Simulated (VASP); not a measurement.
Set up this calculation in VASP 6.6.1, as the native input.

* Task: single point
* Functional: PBEsol
* Potentials or basis: VASP PAW PBE potentials, release 64 (Ag)
* Cutoff: 520 eV
* k mesh: 20 × 20 × 20
* Occupations: gaussian, width 0.15 eV
* Spin: no spin polarisation
* Dipole correction: no
* Further INCAR settings: ALGO = Normal; EDIFF = 1e-06; NBANDS = 12

The structure of Ag lies in POSCAR:

```
Ag
1.0
   -1.5728713000      1.5728713000      1.6142626500
    1.5728713000     -1.5728713000      1.6142626500
    1.5728713000      1.5728713000     -1.6142626500
Ag
1
Direct
    0.0000000000      0.0000000000      0.0000000000
```

This cell differs from its parent crystal: strain -0.050 along x and y, -0.025 along z.

These files were run (other wordings do the same):

INCAR

```
PREC     = Accurate       # precision mode
ENCUT    = 520            # plane-wave cutoff, eV
EDIFF    = 1E-6           # SCF threshold, eV
ISMEAR   = 0              # smearing method
SIGMA    = 0.15           # smearing width, eV
LREAL    = F              # projectors in reciprocal space
LASPH    = T              # aspherical terms in the spheres
NELM     = 100            # most SCF steps
ALGO     = Normal         # electronic algorithm
ISIF     = 2              # what is computed and relaxed
LWAVE    = F              # write WAVECAR
LCHARG   = F              # write CHGCAR
GGA      = PS             # functional
NBANDS   = 12             # bands
```

KPOINTS

```
Automatic mesh
0
Gamma
  20 20 20
```

Potentials or basis: VASP PAW PBE potentials, release 64 (Ag).

Command:

```bash
$ cat potpaw_PBE.64/Ag/POTCAR > POTCAR
$ mpirun -np 1 vasp_std > vasp.out
```

It gave:

```yaml
Pressure: 6.1 GPa
```

Caveat: the cell differs from its parent crystal (strain -0.050 along x and y, -0.025 along z); the PAW data sets were made with another functional, which shifts forces and pressure a little.

Wall time 2.5 min on 1 thread of AMD EPYC 7R13, on a shared host, peak memory 0.19 GiB.
